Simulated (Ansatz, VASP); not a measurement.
**Two plane-wave programs on BaO**

```
CELL_PARAMETERS angstrom
3.88909 0.00000 0.00000
-1.94454 3.36805 0.00000
0.00000 0.00000 26.11399
ATOMIC_POSITIONS crystal
O 0.33333 0.66667 0.28720
O 0.00000 0.00000 0.40880
O 0.66667 0.33333 0.53040
O 0.33333 0.66667 0.65200
Ba 0.66667 0.33333 0.34800
Ba 0.33333 0.66667 0.46960
Ba 0.00000 0.00000 0.59120
Ba 0.66667 0.33333 0.71280
```

Alike in both runs: functional PBEsol; k mesh 8 × 8 × 1; occupations fermi-dirac, width 0.05 eV; no spin polarisation.

|  | VASP | Ansatz |
| --- | --- | --- |
| version | VASP 6.6.1 | Ansatz 0.2.0 |
| potentials or method | VASP PAW PBE potentials, release 64 (O, Ba_sv) | Ansatz PAW |
| plane-wave cutoff (eV) | 520 | 420 |
| valence electrons in the cell | 64 | 64 |
| task | single point | band structure |

```tsv
	VASP	Ansatz	Ansatz less VASP
gap on the k mesh at the Fermi level (eV)	none	none	-
rms of the force components (eV/Å)	0.718	0.741	+0.0234
```

VASP's potentials were made for PBE, not for PBEsol. A gap of «none» marks a metal or a gap that the smearing closes.

Spin-orbit coupling is off throughout.
